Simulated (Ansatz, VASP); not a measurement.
**One calculation of Cd8Se7, two programs**

```
Cd Se
1.0
    -6.08262    6.08262    0.00000
     0.00000    6.08262   -6.08262
    -6.08262    0.00000   -6.08262
Cd Se
8 7
Direct
  0.00057 0.00057 0.49829
  0.02704 0.49099 0.49099
  0.00057 0.00057 0.00057
  0.00057 0.49829 0.00057
  0.49099 0.02704 0.49099
  0.49099 0.49099 0.49099
  0.49829 0.00057 0.00057
  0.49099 0.49099 0.02704
  0.37687 0.87313 0.37687
  0.37687 0.87313 0.87313
  0.37687 0.37687 0.87313
  0.87313 0.87313 0.37687
  0.87313 0.37687 0.37687
  0.87500 0.87500 0.87500
  0.87313 0.37687 0.87313
```

Change from the starting cell: Se vacancy after atom 9 has jumped, atoms relaxed.

Alike in both runs: functional PBEsol; k mesh 4 × 4 × 4; occupations gaussian, width 0.05 eV; no spin polarisation.

Ansatz relaxed the structure, and its values are those at the end. VASP's run is a single point on that final structure, the one shown.

```csv
,VASP,Ansatz
version,VASP 6.6.1,Ansatz 0.2.0
potentials or method,"VASP PAW PBE potentials, release 64 (Cd, Se), cutoff 520 eV","scalar-relativistic, plane waves, PAW"
valence electrons in the cell,138,272
```

```csv
,VASP,Ansatz,Ansatz less VASP
gap on the k mesh at the Fermi level (eV),0.26,0.26,+0.002
least direct gap on the mesh (eV),0.29,0.30,+0.002
pressure (GPa),-1.7,-2.0,-0.28
rms of the force components (eV/Å),0.010,0.000,-0.0097
```

VASP's potentials were made for PBE, not for PBEsol. VASP's potentials hold 138 valence electrons a cell and Ansatz's 272, so a difference there can come from the potentials and not from the codes. Ansatz's warnings: stress scf threshold loose.
